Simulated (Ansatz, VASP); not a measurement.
# BaTiO3 in VASP and in Ansatz

```
Ba Ti O
1.0
     3.97204    0.00000    0.00000
     0.00000    3.97204    0.00000
     0.00000    0.00000    4.11300
Ba Ti O
1 1 3
Direct
  0.50000 0.50000 0.58504
  0.00000 0.00000 0.10316
  0.00000 0.50000 0.06291
  0.50000 0.00000 0.06291
  0.00000 0.00000 0.54597
```

Alike in both runs: task single point; functional r2SCAN; k mesh 6 × 6 × 6; no spin polarisation.

|  | VASP | Ansatz |
| --- | --- | --- |
| version | VASP 6.6.1 | Ansatz 0.2.0 |
| potentials or method | VASP PAW PBE potentials, release 64 (Ba_sv, Ti_sv, O) | plane waves, PAW |
| plane-wave cutoff (eV) | 520 | 500 |
| occupations | gaussian, width 0.01 eV | fixed |
| valence electrons in the cell | 40 | 40 |

VASP gave:

```
gap on the k mesh at the Fermi level (eV)                     : 2.21
pressure (GPa)                                                : 1.9
traceless stress, the component that is largest in VASP (GPa) : 0.11
rms of the force components (eV/Å)                            : 0.061
```

Task: Which values does Ansatz return?

Result: gap on the k mesh at the Fermi level (eV): 2.23; pressure (GPa): 0.0; traceless stress, the component that is largest in VASP (GPa): 0.00; rms of the force components (eV/Å): 0.000.

VASP's potentials were made for PBE, not for r2SCAN. Atom by atom the forces differ by 0.060 eV/Å (rms over components).

Spin-orbit coupling is off throughout.
